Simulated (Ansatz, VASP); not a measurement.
# Pt: VASP beside Ansatz

Contents of INCAR:

```
SYSTEM = Pt
  PREC = Accurate
  ENCUT = 500
  EDIFF = 1E-6
  ISMEAR = 0
  SIGMA = 0.1
  LREAL = .False.
  LASPH = .True.
  NELM = 120
  ALGO = Normal
  ISIF = 2
  LWAVE = .False.
  LCHARG = .False.
  GGA = PE
  NBANDS = 11
  GGA_COMPAT = .False.
```

File KPOINTS:

```
Automatic mesh
0
Gamma
  8 8 8
  0 0 0
```

File POSCAR:

```
Pt
1.0
   -1.5842200000      1.5842200000      1.5842200000
    1.5842200000     -1.5842200000      1.5842200000
    1.5842200000      1.5842200000     -1.5842200000
Pt
1
Direct
    0.0000000000      0.0000000000      0.0000000000
```

Input for Ansatz:

```yaml
crystal:
  lattice:
    - [-1.58422, 1.58422, 1.58422]
    - [1.58422, -1.58422, 1.58422]
    - [1.58422, 1.58422, -1.58422]
  atoms:
    - { symbol: Pt, position: [0.0, 0.0, 0.0] }
basis:
  ecutwfc: 420
kpoints:
  mp_grid: { grid: [8, 8, 8] }
hamiltonian:
  xc: pbe
scf:
  occupations: { method: gaussian, width: 0.1 }
  lower_state_search: "off"
output:
  forces: true
  stress: true
  eigenvalues: true
```

Alike in both runs: task single point; functional PBE; k mesh 8 × 8 × 8; occupations gaussian, width 0.1 eV; no spin polarisation.

```csv
,VASP,Ansatz
version,VASP 6.6.1,Ansatz 0.2.0
potentials or method,"VASP PAW PBE potentials, release 64 (Pt), cutoff 500 eV","scalar-relativistic, plane waves, PAW"
valence electrons in the cell,10,18
```

Ansatz gave:

| Quantity | Value |
| --- | --- |
| gap on the k mesh at the Fermi level (eV) | none |
| pressure (GPa) | 0.4 |

Task: Estimate VASP's values.

Result: gap on the k mesh at the Fermi level (eV): none; pressure (GPa): 0.0.

A gap of «none» marks a metal or a gap that the smearing closes. VASP's potentials hold 10 valence electrons a cell and Ansatz's 18, so a difference there can come from the potentials and not from the codes.

Neither program's run includes spin-orbit coupling.
